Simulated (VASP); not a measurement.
# AlN (P6_3mc) in VASP: further runs, part 2 of 2

VASP 6.6.1. The steps go on from the part before.

## (4) Relaxation of cell and atoms, PBE

INCAR

```
SYSTEM = AlN
PREC     = Accurate       ! precision mode
ENCUT    = 600            ! plane-wave cutoff, eV
EDIFF    = 1E-7           ! SCF threshold, eV
ISMEAR   = 0              ! smearing method
SIGMA    = 0.02           ! smearing width, eV
LREAL    = .False.        ! projectors in reciprocal space
LASPH    = .True.         ! aspherical terms in the spheres
NELM     = 100            ! most SCF steps
ALGO     = Normal         ! electronic algorithm
ISIF     = 3              ! what is computed and relaxed
LWAVE    = .False.        ! write WAVECAR
LCHARG   = .False.        ! write CHGCAR
GGA      = PE             ! functional
IBRION   = 2              ! ionic algorithm
NSW      = 100            ! ionic steps
EDIFFG   = -0.005         ! ionic threshold
```

KPOINTS

```
Automatic mesh
0
Gamma
  12 12 6
  0 0 0
```

POSCAR

```
AlN
1.0
    3.1285881400      0.0000000000      0.0000000000
   -1.5642940700      2.7094368000      0.0000000000
    0.0000000000      0.0000000000      5.0169550000
Al N
2 2
Direct
    0.6666666700      0.3333333300      0.4992870000
    0.3333333300      0.6666666700      0.9992870000
    0.6666666700      0.3333333300      0.8807130000
    0.3333333300      0.6666666700      0.3807130000
```

Potentials or basis: VASP PAW PBE potentials, release 64 (Al, N).

On the command line:

```console
cat potpaw_PBE.64/Al/POTCAR potpaw_PBE.64/N/POTCAR > POTCAR
mpirun -np 1 vasp_std > vasp.out
```

OUTCAR:

```text
SYSTEM = AlN
   PREC = Accurate
   ENCUT = 600
   EDIFF = 1E-7
   ISMEAR = 0
   LREAL = .False.
   LASPH = .True.
   NELM = 100
   ISIF = 3
   GGA = PE
   IBRION = 2
   NSW = 100
   EDIFFG = -0.005

 ion  position               nearest neighbor table
   1  0.667  0.333  0.499-   4 1.90   4 1.90   4 1.90   3 1.91   2 3.09   2 3.09   2 3.09   2 3.09
                             2 3.09   2 3.09
   2  0.333  0.667  0.999-   3 1.90   3 1.90   3 1.90   4 1.91   1 3.09   1 3.09   1 3.09   1 3.09
                             1 3.09   1 3.09
   3  0.667  0.333  0.881-   2 1.90   2 1.90   2 1.90   1 1.91
   4  0.333  0.667  0.381-   1 1.90   1 1.90   1 1.90   2 1.91

  LATTYP: Found a hexagonal cell.
 ALAT       =     3.1285881400
 C/A-ratio  =     1.6035843567

  Lattice vectors:

 A1 = (   3.1285881400,   0.0000000000,   0.0000000000)
 A2 = (  -1.5642940700,   2.7094368000,   0.0000000000)
 A3 = (   0.0000000000,   0.0000000000,   5.0169550000)

Analysis of symmetry for initial positions (statically):
=====================================================================
 Subroutine PRICEL returns:
 Original cell was already a primitive cell.

 Routine SETGRP: Setting up the symmetry group for a
 hexagonal supercell.

 Subroutine GETGRP returns: Found 12 space group operations
 (whereof  6 operations were pure point group operations)
 out of a pool of 24 trial point group operations.

The static configuration has the point symmetry C_3v.
 The point group associated with its full space group is C_6v.

Analysis of symmetry for dynamics (positions and initial velocities):
=====================================================================
 Subroutine PRICEL returns:
 Original cell was already a primitive cell.

 Routine SETGRP: Setting up the symmetry group for a
 hexagonal supercell.

 Subroutine GETGRP returns: Found 12 space group operations
 (whereof  6 operations were pure point group operations)
 out of a pool of 24 trial point group operations.

The dynamic configuration has the point symmetry C_3v.
[... 140 lines left out ...]
 maximum number of plane-waves:      1436
 NGX is ok and might be reduce to    28
   NGX = 13   NGY = 13   NGZ = 21

--------------------------------------- Ionic step        1  -------------------------------------------

 number of electron      15.9999999 magnetization

 Free energy of the ion-electron system (eV)
  ---------------------------------------------------
  ext. energy  EPLUGINS =         0.00000000
  ---------------------------------------------------
  free energy    TOTEN  =       -29.78353243 eV

  energy without entropy =      -29.78353243  energy(sigma->0) =      -29.78353243

------------------------ aborting loop because EDIFF is reached ----------------------------------------

  FORCE on cell =-STRESS in cart. coord.  units (eV):
  Direction    XX          YY          ZZ          XY          YZ          ZX
  --------------------------------------------------------------------------------------
  -------------------------------------------------------------------------------------
  Total       -0.0355214     -0.0355214     -0.0377007      0.0000000      0.0000000      0.0000000
  in kB       -1.3382385     -1.3382385     -1.4203384      0.0000000      0.0000000      0.0000000
  external PRESSURE =      -1.3656051 kB  Pullay stress =       0.0000000 kB
[... 63 lines left out ...]
--------------------------------------- Ionic step        3  -------------------------------------------

 number of electron      15.9999999 magnetization

 Free energy of the ion-electron system (eV)
  ---------------------------------------------------
  ext. energy  EPLUGINS =         0.00000000
  ---------------------------------------------------
  free energy    TOTEN  =       -29.78354862 eV

  energy without entropy =      -29.78354862  energy(sigma->0) =      -29.78354862

 E-fermi :   6.0851     XC(G=0): -10.8361

 val. band max:        5.9818250501   @ k =   0.0000   0.0000   0.0000
 cond. band min:      10.0447093325   @ k =   0.0000   0.0000   0.0000
 fundamental gap:      4.0628842824
 Fermi energy:         6.0851170973

 k-point     1 :       0.0000    0.0000    0.0000
  band No.  band energies     occupation
      1      -9.0966      2.00000
      2      -7.0089      2.00000
      3       0.0675      2.00000
      4       5.1391      2.00000
      5       5.1391      2.00000
      6       5.7815      2.00000
      7       5.7815      2.00000
      8       5.9818      2.00000
      9      10.0447      0.00000
     10      12.5124      0.00000
     11      16.4543      0.00000
     12      17.0281      0.00000
[... 331 lines left out ...]
 k-point    24 :       0.3333    0.0000    0.1667
  band No.  band energies     occupation
      1      -7.8013      2.00000
      2      -6.6065      2.00000
      3       1.1363      2.00000
      4       2.0844      2.00000
      5       2.6863      2.00000
      6       4.2427      2.00000
      7       5.2024      2.00000
      8       5.3375      2.00000
      9      11.7705      0.00000
     10      12.5873      0.00000
     11      14.3431      0.00000
     12      16.0303      0.00000

 [... further k-points ...]
[... 5 lines left out ...]
  --------------------------------------------------------------------------------------
  -------------------------------------------------------------------------------------
  Total        0.0062637      0.0062637     -0.0032980      0.0000000      0.0000000      0.0000000
  in kB        0.2361710      0.2361710     -0.1243499      0.0000000      0.0000000      0.0000000
  external PRESSURE =       0.1159973 kB  Pullay stress =       0.0000000 kB
[... 19 lines left out ...]
  FREE ENERGIE OF THE ION-ELECTRON SYSTEM (eV)
  ---------------------------------------------------
  free  energy   TOTEN  =       -29.7835486186 eV

  energy  without entropy=      -29.7835486186  energy(sigma->0) =      -29.78354862

 reached required accuracy - stopping structural energy minimisation
```

OSZICAR:

```text
N       E                     dE             d eps       ncg     rms          rms(c)
DAV:   1     0.593924378024E+02    0.59392E+02   -0.81133E+03  1824   0.133E+03
DAV:   2    -0.298555283994E+02   -0.89248E+02   -0.81357E+02  2712   0.245E+02
DAV:   3    -0.344233167524E+02   -0.45678E+01   -0.45441E+01  2400   0.599E+01
DAV:   4    -0.344645624723E+02   -0.41246E-01   -0.41229E-01  2136   0.649E+00
[... 19 lines left out ...]
DAV:   1    -0.297835607287E+02   -0.19496E-04   -0.27261E-04  2092   0.160E-01    0.228E-02
DAV:   2    -0.297835490978E+02    0.11631E-04   -0.36792E-05  2156   0.489E-02    0.569E-03
DAV:   3    -0.297835488473E+02    0.25053E-06   -0.18144E-06  2172   0.128E-02    0.204E-03
DAV:   4    -0.297835487111E+02    0.13617E-06   -0.73425E-08  1104   0.268E-03    0.101E-03
DAV:   5    -0.297835486186E+02    0.92467E-07   -0.13074E-08   924   0.151E-03
   3 F= -.29783549E+02 E0= -.29783549E+02  d E =-.161921E-04
```

CONTCAR:

```text
AlN
   1.00000000000000
     3.1277620173491409    0.0000000000000000    0.0000000000000000
    -1.5638810086745705    2.7087213568034327   -0.0000000000000000
    -0.0000000000000000    0.0000000000000000    5.0155489698216256
  Al              N
     2     2
Direct
     0.6666666699999979    0.3333333300000021    0.4992677789165258
     0.3333333300000021    0.6666666699999979    0.9992677789165259
     0.6666666699999979    0.3333333300000021    0.8807322210834767
     0.3333333300000021    0.6666666699999979    0.3807322210834768

  0.00000000E+00  0.00000000E+00  0.00000000E+00
  0.00000000E+00  0.00000000E+00  0.00000000E+00
  0.00000000E+00  0.00000000E+00  0.00000000E+00
  0.00000000E+00  0.00000000E+00  0.00000000E+00
```

Wall time 32 s (1 thread of Intel Xeon 6975P-C (Granite Rapids), shared host); peak memory 0.19 GiB.

Results:

| Property | Result |
| --- | --- |
| Free energy | -29.7835 eV |
| Relaxed volume | 10.62 Å³/atom |
| Relaxed cell | a = 3.128 Å, b = 3.128 Å, c = 5.016 Å, α = 90.00°, β = 90.00°, γ = 120.00° |
| Space group after relaxing (to 0.05 Å) | P6_3mc (No. 186) |
| Energy gained by relaxing | 0.0 meV/atom |
| Ionic steps | 3 |
| Pressure after relaxing | 0.0 GPa |
| Band gap on the k mesh | 4.06 eV, direct |

Final structure:
```yaml
crystal:
  lattice:
    - [3.12776, 0.00000, 0.00000]
    - [-1.56388, 2.70872, 0.00000]
    - [0.00000, 0.00000, 5.01555]
  atoms:
    - { symbol: Al, position: [0.66667, 0.33333, 0.49927] }
    - { symbol: Al, position: [0.33333, 0.66667, 0.99927] }
    - { symbol: N, position: [0.66667, 0.33333, 0.88073] }
    - { symbol: N, position: [0.33333, 0.66667, 0.38073] }
```

Levels at points of the mesh, in eV from the valence-band top:
```
           k point  band 6  band 7  band 8  band 9  band 10  band 11
(0.00, 0.00, 0.00)   -0.20   -0.20    0.00    4.06     6.53    10.47
(0.50, 0.00, 0.00)   -2.05   -1.75   -0.68    5.77     5.77     8.04
(0.00, 0.00, 0.50)   -0.53   -0.53   -0.53    6.33     6.33    10.18
(0.50, 0.00, 0.50)   -1.44   -1.35   -1.35    5.25     5.25     9.16
```

A k mesh can miss the band edges.

## (5) Overview

```tsv
task	cell	k mesh	cutoff (eV)	smearing	gap on the mesh (eV)	pressure (GPa)
single point	a = 3.129, b = 3.129, c = 5.017 Å, angles 90.0, 90.0, 120.0°, 4 atoms	6 × 6 × 4	520	gaussian 0.1 eV	4.06	0.0
single point	a = 3.130, b = 3.130, c = 5.018 Å, angles 90.0, 90.0, 120.0°, 4 atoms	12 × 12 × 6	520	gaussian 0.02 eV	4.04	-0.3
relaxation of cell and atoms	relaxed from a = 3.129, b = 3.129, c = 5.017 Å, angles 90.0, 90.0, 120.0°, 4 atoms	12 × 12 × 6	600	gaussian 0.02 eV	4.06	0.0
```

Alike in all rows: level PBE; potentials or basis VASP PAW PBE potentials, release 64 (Al, N); no spin polarisation.

Absolute energies hang on the potentials; compare differences alone.
